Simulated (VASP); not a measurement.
# SbPd6S (R-3m) in VASP: a series of runs

Runs on SbPd6S. Level: LDA. Tasks: single point.

All numbers are computed with VASP 6.6.1; they aren't measurements. Logs are shortened: lines on timing, memory, paths and dates and some standing lists are left out, and cuts for length are marked.

### Step 1. The cell of the first run

It takes space group R-3m (No. 166, trigonal). The conventional cell has a = 4.407 Å, b = 4.407 Å, c = 21.161 Å, α = 90.00°, β = 90.00°, γ = 120.00°. Sb (site symmetry -3m) has 14 Pd at 2.76 to 3.02 Å within 3.6 Å. Within 3.5 Å of Pd (site symmetry 3m) lie 3 S at 2.65 Å and 10 Pd at 2.65 to 3.06 Å and 1 Sb at 2.78 Å. Pd (site symmetry 3m) has 1 S at 2.45 Å and 7 Pd at 2.60 to 3.06 Å and 3 Sb at 2.76 Å within 3.2 Å. Within 3.4 Å of Pd (site symmetry 3m) lie 8 Pd at 2.60 to 2.80 Å and 3 Sb at 3.02 Å and 3 S at 3.18 Å. S (site symmetry -3m) has 14 Pd at 2.45 to 3.18 Å within 3.2 Å.

### Step 2. Single point, LDA

Contents of INCAR:

```
PREC     = Accurate       # precision mode
ENCUT    = 520            # plane-wave cutoff, eV
EDIFF    = 1E-6           # SCF threshold, eV
ISMEAR   = -1             # smearing method
SIGMA    = 0.1            # smearing width, eV
LREAL    = False          # projectors in reciprocal space
LASPH    = True           # aspherical terms in the spheres
NELM     = 100            # most SCF steps
ALGO     = Normal         # electronic algorithm
ISIF     = 2              # what is computed and relaxed
LWAVE    = False          # write WAVECAR
LCHARG   = False          # write CHGCAR
NBANDS   = 46             # bands
```

Contents of KPOINTS:

```
Automatic mesh
0
Gamma
  6 6 6
```

Contents of POSCAR:

```
SbPd6S
1.0
    2.2033468701      1.2721029086      7.0537623152
   -2.2033468701      1.2721029086      7.0537623152
    0.0000000000     -2.5442058172      7.0537623152
Sb Pd S
1 6 1
Direct
    0.5000000000      0.5000000000      0.5000000000
    0.6314191452      0.6314191452      0.6314191452
    0.1155506478      0.1155506478      0.1155506478
    0.8844493522      0.8844493522      0.8844493522
    0.3685808548      0.3685808548      0.3685808548
    0.2432374698      0.2432374698      0.2432374698
    0.7567625302      0.7567625302      0.7567625302
    0.0000000000      0.0000000000      0.0000000000
```

Potentials or basis: VASP PAW LDA potentials, release 64 (Sb, Pd, S).

Command:

```sh
cat potpaw_LDA.64/Sb/POTCAR potpaw_LDA.64/Pd/POTCAR potpaw_LDA.64/S/POTCAR > POTCAR
mpirun -np 1 vasp_std > vasp.out
```

OUTCAR:

```text
PREC = Accurate
   ENCUT = 520
   EDIFF = 1E-6
   ISMEAR = -1
   LREAL = False
   LASPH = True
   NELM = 100
   ISIF = 2

 ion  position               nearest neighbor table
   1  0.500  0.500  0.500-   3 2.76   3 2.76   4 2.76   4 2.76   3 2.76   4 2.76   5 2.78   2 2.78
                             6 3.02   7 3.02   6 3.02   7 3.02   6 3.02   7 3.02
   2  0.631  0.631  0.631-   8 2.65   8 2.65   8 2.65   7 2.65   1 2.78   6 2.80   6 2.80   6 2.80
                             5 2.95   5 2.95   5 2.95   4 3.06   4 3.06   4 3.06
   3  0.116  0.116  0.116-   8 2.45   7 2.60   7 2.60   7 2.60   6 2.70   1 2.76   1 2.76   1 2.76
                             5 3.06   5 3.06   5 3.06   4 3.34   4 3.34   4 3.34
   4  0.884  0.884  0.884-   8 2.45   6 2.60   6 2.60   6 2.60   7 2.70   1 2.76   1 2.76   1 2.76
                             2 3.06   2 3.06   2 3.06   3 3.34   3 3.34   3 3.34
   5  0.369  0.369  0.369-   8 2.65   8 2.65   8 2.65   6 2.65   1 2.78   7 2.80   7 2.80   7 2.80
                             2 2.95   2 2.95   2 2.95   3 3.06   3 3.06   3 3.06
   6  0.243  0.243  0.243-   4 2.60   4 2.60   4 2.60   5 2.65   3 2.70   2 2.80   2 2.80   2 2.80
                             1 3.02   1 3.02   1 3.02
   7  0.757  0.757  0.757-   3 2.60   3 2.60   3 2.60   2 2.65   4 2.70   5 2.80   5 2.80   5 2.80
                             1 3.02   1 3.02   1 3.02
   8  0.000  0.000  0.000-   3 2.45   4 2.45   2 2.65   2 2.65   5 2.65   5 2.65   2 2.65   5 2.65

  LATTYP: Found a trigonal (rhomboedric) cell.
 ALAT       =     7.4985695996
 COS(alpha) =     0.8273212533

  Lattice vectors:

 A1 = (   2.2033468701,   1.2721029086,   7.0537623152)
 A2 = (  -2.2033468701,   1.2721029086,   7.0537623152)
 A3 = (   0.0000000000,  -2.5442058172,   7.0537623152)

Analysis of symmetry for initial positions (statically):
=====================================================================
 Subroutine PRICEL returns:
 Original cell was already a primitive cell.

 Routine SETGRP: Setting up the symmetry group for a
 trigonal (rhombohedral) supercell.

 Subroutine GETGRP returns: Found 12 space group operations
 (whereof 12 operations were pure point group operations)
 out of a pool of 12 trial point group operations.

The static configuration has the point symmetry D_3d.

Analysis of symmetry for dynamics (positions and initial velocities):
=====================================================================
 Subroutine PRICEL returns:
 Original cell was already a primitive cell.

 Routine SETGRP: Setting up the symmetry group for a
 trigonal (rhombohedral) supercell.

 Subroutine GETGRP returns: Found 12 space group operations
 (whereof 12 operations were pure point group operations)
 out of a pool of 12 trial point group operations.

The dynamic configuration has the point symmetry D_3d.

 Subroutine INISYM returns: Found 12 space group operations
 (whereof 12 operations are pure point group operations),
 and found     1 'primitive' translations

----------------------------------------------------------------------------------------

                                     Primitive cell

  volume of cell :     118.6253

  direct lattice vectors                    reciprocal lattice vectors
     2.203346870  1.272102909  7.053762315     0.226927501  0.131016654  0.047256105
    -2.203346870  1.272102909  7.053762315    -0.226927501  0.131016654  0.047256105
     0.000000000 -2.544205817  7.053762315     0.000000000 -0.262033308  0.047256105

  length of vectors
     7.498569600  7.498569600  7.498569600     0.266260388  0.266260388  0.266260388

  position of ions in fractional coordinates (direct lattice)
     0.500000000  0.500000000  0.500000000
     0.631419145  0.631419145  0.631419145
     0.115550648  0.115550648  0.115550648
     0.884449352  0.884449352  0.884449352
     0.368580855  0.368580855  0.368580855
     0.243237470  0.243237470  0.243237470
     0.756762530  0.756762530  0.756762530
     0.000000000  0.000000000  0.000000000

  ion indices of the primitive-cell ions
   primitive index   ion index
                 1           1
                 2           2
                 3           3
                 4           4
                 5           5
                 6           6
                 7           7
                 8           8

----------------------------------------------------------------------------------------

 KPOINTS: Automatic mesh

Automatic generation of k-mesh.
 Grid dimensions read from file:
 generate k-points for:    6    6    6

 Generating k-lattice:

  Cartesian coordinates                     Fractional coordinates (reciprocal lattice)
     0.037821250  0.021836109  0.007876018     0.166666667  0.000000000  0.000000000
    -0.037821250  0.021836109  0.007876018     0.000000000  0.166666667  0.000000000
     0.000000000 -0.043672218  0.007876018     0.000000000  0.000000000  0.166666667

  Length of vectors
     0.044376731  0.044376731  0.044376731

  Shift w.r.t. Gamma in fractional coordinates (k-lattice)
     0.000000000  0.000000000  0.000000000

 Subroutine IBZKPT returns following result:
 ===========================================

 Found     32 irreducible k-points:

 Following reciprocal coordinates:
            Coordinates               Weight
  0.000000  0.000000  0.000000      1.000000
  0.166667  0.000000 -0.000000      6.000000
  0.333333  0.000000 -0.000000      6.000000
  0.500000  0.000000  0.000000      3.000000
  0.166667  0.166667 -0.000000      6.000000
  0.333333  0.166667 -0.000000     12.000000
[... 16 lines left out ...]
  0.500000  0.500000  0.166667      6.000000
 -0.333333  0.500000  0.166667     12.000000
 [... further k-points ...]
   k-points           NKPTS =     32   k-points in BZ     NKDIM =     32   number of bands    NBANDS=     46
   number of dos      NEDOS =    301   number of ions     NIONS =      8
   total plane-waves  NPLWV = 175616
   dimension x,y,z NGX =    56 NGY =   56 NGZ =   56
   dimension x,y,z NGXF=   112 NGYF=  112 NGZF=  112
   ions per type =               1   6   1
   NGX,Y,Z   is equivalent  to a cutoff of  12.42, 12.42, 12.42 a.u.
   NGXF,Y,Z  is equivalent  to a cutoff of  24.83, 24.83, 24.83 a.u.
 SYSTEM =  unknown system
   PREC   = accura    normal or accurate (medium, high low for compatibility)
   ISTART =      0    job   : 0-new  1-cont  2-samecut
   ICHARG =      2    charge: 1-file 2-atom 10-const
   ISPIN  =      1    spin polarized calculation?
   LNONCOLLINEAR =      F non collinear calculations
   LSORBIT =      F    spin-orbit coupling
   LASPH  =      T    aspherical Exc in radial PAW
   ENCUT  =  520.0 eV  38.22 Ry    6.18 a.u.  13.94 13.94 13.94*2*pi/ulx,y,z
   NELM   =    100;   NELMIN=  2; NELMDL= -5     # of ELM steps
   EDIFF  = 0.1E-05   stopping-criterion for ELM
   LREAL  =      F    real-space projection
   EDIFFG = 0.1E-04   stopping-criterion for IOM
   NSW    =      0    number of steps for IOM
   IBRION =     -1    ionic relax: 0-MD 1-quasi-New 2-CG
   NFREE  =      0    steps in history (QN), initial steepest desc. (CG)
   ISIF   =      2    stress and relaxation
   ISYM   =      2    0-nonsym 1-usesym 2-fastsym
   POTIM  = 0.5000    time-step for ionic-motion
   TEBEG  =    0.0;   TEEND  =   0.0 temperature during run
   PSTRESS=    0.0 pullay stress
   NELECT =      71.0000    total number of electrons
   NUPDOWN=      -1.0000    fix difference up-down
   EMIN   =  10.00;   EMAX   =-10.00  energy-range for DOS
   EFERMI =   0.00;   METHOD = LEGACY
   ISMEAR =    -1;   SIGMA  =   0.10  broadening in eV -4-tet -1-fermi 0-gaus
   EFERMI_NEDOS =   21; number of points for ismear=-14 and -15
   IALGO  =     38    algorithm
   IMIX   =      4    mixing-type and parameters
     AMIX     =   0.40;   BMIX     =  1.00
     AMIX_MAG =   1.60;   BMIX_MAG =  1.00
  volume/ion in A,a.u.               =      14.83       100.07
  Fermi-wavevector in a.u.,A,eV,Ry     =   1.379649  2.607158 25.897749  1.903431
  Thomas-Fermi vector in A             =   2.504599
   LORBIT       =      0    0 simple, 1 ext, 2 COOP (PROOUT), +10 PAW based schemes
   GGA     = CA    functional components
   LHFCALC =     F    Hartree Fock is set to
   AEXX    =    0.0000 exact exchange contribution
   IVDW    =     0    specifies the selected vdW correction
   LEPSILON=     F    determine dielectric tensor
   LRPA    =     F    only Hartree local field effects (RPA)
 non-spin polarized calculation
  energy-cutoff  :      520.00
  volume of cell :      118.63
 maximum number of plane-waves:      3212
   NGX = 27   NGY = 27   NGZ = 27

 number of electron      70.9999998 magnetization

 Free energy of the ion-electron system (eV)
  ---------------------------------------------------
  ext. energy  EPLUGINS =         0.00000000
  ---------------------------------------------------
  free energy    TOTEN  =       -50.02936292 eV

  energy without entropy =      -49.88155416  energy(sigma->0) =      -49.95545854

 E-fermi :  10.9851     XC(G=0): -13.1975

 val. band max:       10.9561500455   @ k =   0.5000   0.3333   0.1667
 cond. band min:      10.9890529807   @ k =   0.5000   0.1667   0.0000
 fundamental gap:      0.0329029352
 Fermi energy:        10.9850924485

 k-point     1 :       0.0000    0.0000    0.0000
  band No.  band energies     occupation
      1      -3.3968      2.00000
      2      -0.4523      2.00000
      3       3.9159      2.00000
      4       4.7311      2.00000
      5       4.7311      2.00000
      6       4.8940      2.00000
[... 38 lines left out ...]
     45      16.8914      0.00000
     46      16.8968      0.00000

 k-point     2 :       0.1667    0.0000   -0.0000
  band No.  band energies     occupation
      1      -3.3197      2.00000
      2      -0.3104      2.00000
      3       4.1149      2.00000
      4       4.4726      2.00000
      5       4.8520      2.00000
      6       4.9517      2.00000
[... 38 lines left out ...]
     45      16.7290      0.00000
     46      17.6362      0.00000

 k-point     3 :       0.3333    0.0000   -0.0000
  band No.  band energies     occupation
      1      -3.1661      2.00000
      2       0.0266      2.00000
      3       4.0117      2.00000
      4       4.5084      2.00000
      5       4.7729      2.00000
      6       5.1400      2.00000
[... 38 lines left out ...]
     45      17.4963      0.00000
     46      18.1867      0.00000

 k-point     4 :       0.5000    0.0000    0.0000
  band No.  band energies     occupation
      1      -3.0896      2.00000
      2       0.2284      2.00000
      3       3.9840      2.00000
      4       4.3775      2.00000
      5       4.7119      2.00000
      6       5.3204      2.00000
[... 920 lines left out ...]
     45      17.9534      0.00000
     46      18.1818      0.00000

 k-point    23 :       0.5000    0.5000    0.1667
  band No.  band energies     occupation
      1      -3.1545      2.00000
      2       0.0275      2.00000
      3       3.8540      2.00000
      4       4.1081      2.00000
      5       4.8465      2.00000
      6       5.1926      2.00000
[... 38 lines left out ...]
     45      18.0879      0.00000
     46      18.0954      0.00000

 k-point    24 :      -0.3333    0.5000    0.1667
  band No.  band energies     occupation
      1      -3.0867      2.00000
      2       0.2267      2.00000
      3       4.0097      2.00000
      4       4.0770      2.00000
      5       4.9029      2.00000
      6       5.2190      2.00000
[... 38 lines left out ...]
     45      17.9093      0.00000
     46      18.7620      0.00000

 [... further k-points ...]

------------------------ aborting loop because EDIFF is reached ----------------------------------------

  FORCE on cell =-STRESS in cart. coord.  units (eV):
  Direction    XX          YY          ZZ          XY          YZ          ZX
  --------------------------------------------------------------------------------------
  -------------------------------------------------------------------------------------
  Total        0.3437128      0.3437128      0.1358911      0.0000000      0.0000000      0.0000000
  in kB        4.6422565      4.6422565      1.8353731      0.0000000      0.0000000      0.0000000
  external PRESSURE =       3.7066287 kB  Pullay stress =       0.0000000 kB

 VOLUME and BASIS-vectors are now :
 -----------------------------------------------------------------------------
  energy-cutoff  :      520.00
  volume of cell :      118.63
      direct lattice vectors                 reciprocal lattice vectors
     2.203346870  1.272102909  7.053762315     0.226927501  0.131016654  0.047256105
    -2.203346870  1.272102909  7.053762315    -0.226927501  0.131016654  0.047256105
     0.000000000 -2.544205817  7.053762315     0.000000000 -0.262033308  0.047256105

 POSITION                                       TOTAL-FORCE (eV/Angst)
 -----------------------------------------------------------------------------------
      0.00000      0.00000     10.58064        -0.000000     -0.000000      0.000000
      0.00000      0.00000     13.36164         0.000000     -0.000000     -0.009942
      0.00000      0.00000      2.44520         0.000000     -0.000000      0.004841
      0.00000      0.00000     18.71609         0.000000     -0.000000     -0.004841
      0.00000      0.00000      7.79965         0.000000      0.000000      0.009942
      0.00000      0.00000      5.14722         0.000000     -0.000000      0.000715
      0.00000      0.00000     16.01407         0.000000     -0.000000     -0.000715
      0.00000      0.00000      0.00000         0.000000     -0.000000     -0.000000
 -----------------------------------------------------------------------------------
    total drift:                                0.000000      0.000000      0.000000

  FREE ENERGIE OF THE ION-ELECTRON SYSTEM (eV)
  ---------------------------------------------------
  free  energy   TOTEN  =       -50.0293629204 eV

  energy  without entropy=      -49.8815541581  energy(sigma->0) =      -49.95545854
```

Run time: 4.4 min. Hardware: 1 thread of Intel Xeon Platinum 8375C at 2.90GHz (Ice Lake), shared host; peak memory 0.4 GiB.

What came out:

```yaml
Free_energy: -50.0294 eV
Pressure: 0.4 GPa
Largest_force: 0.010 eV/Å
Band_gap_on_the_k_mesh: zero (an odd number of electrons rules out a gap without spin polarisation)
```

Forces in eV/Å, atoms in the order of the input:
```
Sb   0.000  0.000  0.000
Pd   0.000  0.000 -0.010
Pd   0.000  0.000  0.005
Pd   0.000  0.000 -0.005
Pd   0.000  0.000  0.010
Pd   0.000  0.000  0.001
Pd   0.000  0.000 -0.001
S    0.000  0.000  0.000
```

Stress tensor (GPa, compression positive):
```
0.46 0.00 0.00
0.00 0.46 0.00
0.00 0.00 0.18
```

Levels at points of the mesh, in eV from the Fermi level:
| k point | band 34 | band 35 | band 36 | band 37 | band 38 | band 39 |
| --- | --- | --- | --- | --- | --- | --- |
| (0.00, 0.00, 0.00) | -0.89 | 0.54 | 0.54 | 1.25 | 1.33 | 2.77 |
| (0.50, 0.00, 0.00) | -0.61 | -0.43 | -0.37 | -0.28 | 0.72 | 2.38 |
| (0.50, 0.50, 0.00) | -0.92 | -0.84 | -0.60 | 0.96 | 1.55 | 1.75 |
| (0.50, 0.50, 0.50) | 0.48 | 0.58 | 0.58 | 1.37 | 1.62 | 2.73 |

Caveat: spin-orbit coupling is left out, which moves the levels of the heavy elements.

### Step 3. Single point, LDA

This run uses another cell than the first one, of 16.11 Å³/atom.

Contents of INCAR:

```
ALGO = Normal
EDIFF = 1E-6
ENCUT = 520
ISIF = 2
ISMEAR = -1
LASPH = True
LCHARG = False
LREAL = False
LWAVE = False
NBANDS = 46
NELM = 100
PREC = Accurate
SIGMA = 0.1
```

Contents of KPOINTS:

```
k-points
0
Gamma
  6 6 6
```

Contents of POSCAR:

```
SbPd6S
1.0
    2.2648900000      1.3076350000      7.2507860000
   -2.2648900000      1.3076350000      7.2507860000
    0.0000000000     -2.6152700000      7.2507860000
Sb Pd S
1 6 1
Direct
    0.5000000000      0.5000000000      0.5000000000
    0.6295000000      0.6295000000      0.6295000000
    0.1187410000      0.1187410000      0.1187410000
    0.8812590000      0.8812590000      0.8812590000
    0.3705000000      0.3705000000      0.3705000000
    0.2462430000      0.2462430000      0.2462430000
    0.7537570000      0.7537570000      0.7537570000
    0.0000000000      0.0000000000      0.0000000000
```

Potentials or basis: VASP PAW LDA potentials, release 64 (Sb, Pd, S).

Command:

```sh
cat potpaw_LDA.64/Sb/POTCAR potpaw_LDA.64/Pd/POTCAR potpaw_LDA.64/S/POTCAR > POTCAR
mpirun -np 1 vasp_std > vasp.out
```

It took 4.7 min on 1 thread of Intel Xeon Platinum 8375C at 2.90GHz (Ice Lake), shared host; peak memory 0.46 GiB.

It converged, with:

* Free energy: -49.5797 eV
* Pressure: -12.5 GPa
* Largest force: 0.191 eV/Å
* Band gap on the k mesh: zero (an odd number of electrons rules out a gap without spin polarisation)

Forces on the atoms (eV/Å):
```
Sb   0.000  0.000  0.000
Pd   0.000  0.000  0.012
Pd   0.000  0.000 -0.185
Pd   0.000  0.000  0.185
Pd   0.000  0.000 -0.012
Pd   0.000  0.000 -0.191
Pd   0.000  0.000  0.191
S    0.000  0.000  0.000
```

Stress tensor (GPa, compression positive):
```
-12.56   0.00   0.00
  0.00 -12.56   0.00
  0.00   0.00 -12.30
```

Levels at points of the mesh, in eV from the Fermi level:
```
           k point  band 33  band 34  band 35  band 36  band 37  band 38  band 39  band 40
(0.00, 0.00, 0.00)    -0.83    -0.83     0.45     0.45     1.10     1.15     2.52     2.52
(0.50, 0.00, 0.00)    -0.74    -0.53    -0.44    -0.39    -0.15     0.76     2.20     2.37
(0.50, 0.50, 0.00)    -1.08    -0.77    -0.73    -0.58     0.72     1.47     1.54     2.15
(0.50, 0.50, 0.50)    -0.78     0.38     0.49     0.49     1.11     1.59     2.50     2.50
```

Caveat: the cell stands under tension; spin-orbit coupling is left out, which moves the levels of the heavy elements.
